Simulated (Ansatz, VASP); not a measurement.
## Pt: VASP beside Ansatz

```
Pt
1.0
    -1.60798    1.60798    1.56046
     1.60798   -1.60798    1.56046
     1.60798    1.60798   -1.56046
Pt
1
Direct
  0.00000 0.00000 0.00000
```

Change from the starting cell: strain +0.015 along x and y, -0.015 along z, atoms carried along.

Alike in both runs: task single point; functional r2SCAN; k mesh 22 × 22 × 22; occupations gaussian, width 0.15 eV; no spin polarisation.

|  | VASP | Ansatz |
| --- | --- | --- |
| version | VASP 6.6.1 | Ansatz 0.2.0 |
| potentials or method | VASP PAW PBE potentials, release 64 (Pt), cutoff 520 eV | scalar-relativistic, plane waves, PAW |
| valence electrons in the cell | 10 | 18 |

VASP gave:

| Property | Result |
| --- | --- |
| gap on the k mesh at the Fermi level (eV) | none |
| pressure (GPa) | -9.2 |
| traceless stress, the component that is largest in VASP (GPa) | -1.85 |

Which values does Ansatz return?

gap on the k mesh at the Fermi level (eV): none; pressure (GPa): -9.7; traceless stress, the component that is largest in VASP (GPa): -1.83.

VASP's potentials were made for PBE, not for r2SCAN. A gap of «none» marks a metal or a gap that the smearing closes. VASP's potentials hold 10 valence electrons a cell and Ansatz's 18, so a difference there can come from the potentials and not from the codes.

Spin-orbit coupling is off throughout.
